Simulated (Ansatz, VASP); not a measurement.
**CsSnI3 in VASP and in Ansatz**

INCAR

```
SYSTEM = CsSnI3
PREC = Accurate ; ENCUT = 520
EDIFF = 1E-6 ; ISMEAR = -1
SIGMA = 0.05 ; LREAL = .False.
LASPH = .True. ; NELM = 60
ALGO = Normal ; ISIF = 2
LWAVE = .False. ; LCHARG = .True.
LELF = .True. ; LVHAR = .True.
NBANDS = 30
```

KPOINTS

```
Automatic mesh
0
Gamma
  5 5 5
  0 0 0
```

File POSCAR:

```
CsSnI3
1.0
    6.2057000000      0.0000000000      0.0000000000
    0.0000000000      6.2057000000      0.0000000000
    0.0000000000      0.0000000000      6.2057000000
Cs I Sn
1 3 1
Direct
    0.0000000000      0.0000000000      0.0000000000
    0.5000000000      0.5000000000      0.0000000000
    0.5000000000      0.0000000000      0.5000000000
    0.0000000000      0.5000000000      0.5000000000
    0.5000000000      0.5000000000      0.5000000000
```

The input input.yaml:

```yaml
crystal:
  lattice:
    - [6.2057, 0.0, 0.0]
    - [0.0, 6.2057, 0.0]
    - [0.0, 0.0, 6.2057]
  atoms:
    - { symbol: Cs, position: [0.0, 0.0, 0.0] }
    - { symbol: I, position: [0.5, 0.5, 0.0] }
    - { symbol: I, position: [0.5, 0.0, 0.5] }
    - { symbol: I, position: [0.0, 0.5, 0.5] }
    - { symbol: Sn, position: [0.5, 0.5, 0.5] }
kpoints:
  mp_grid: { grid: [5, 5, 5] }
scf:
  occupations: { method: fermi_dirac, width: 0.05 }
hamiltonian:
  xc: lda
  pseudopotentials: { kind: all_electron, lapw: { basis_error: 0.002 } }
output:
  forces: true
  stress: true
  eigenvalues: true
```

Alike in both runs: task single point; functional LDA; k mesh 5 × 5 × 5; occupations fermi-dirac, width 0.05 eV; no spin polarisation.

```csv
,VASP,Ansatz
version,VASP 6.6.1,Ansatz 0.2.0
potentials or method,"VASP PAW LDA potentials, release 64 (Cs_sv, I, Sn_d), cutoff 520 eV","all-electron LAPW, scalar-relativistic"
```

```tsv
	VASP	Ansatz	Ansatz less VASP
gap on the k mesh at the Fermi level (eV)	1.73	1.74	+0.013
least direct gap on the mesh (eV)	1.73	1.74	+0.013
pressure (GPa)	-1.6	-1.6	+0.01
```

LDA's correlation is that of Perdew and Zunger in VASP and of Perdew and Wang (1992) in Ansatz. Ansatz ran all-electron here, and VASP with PAW potentials.

Spin-orbit coupling is off throughout.
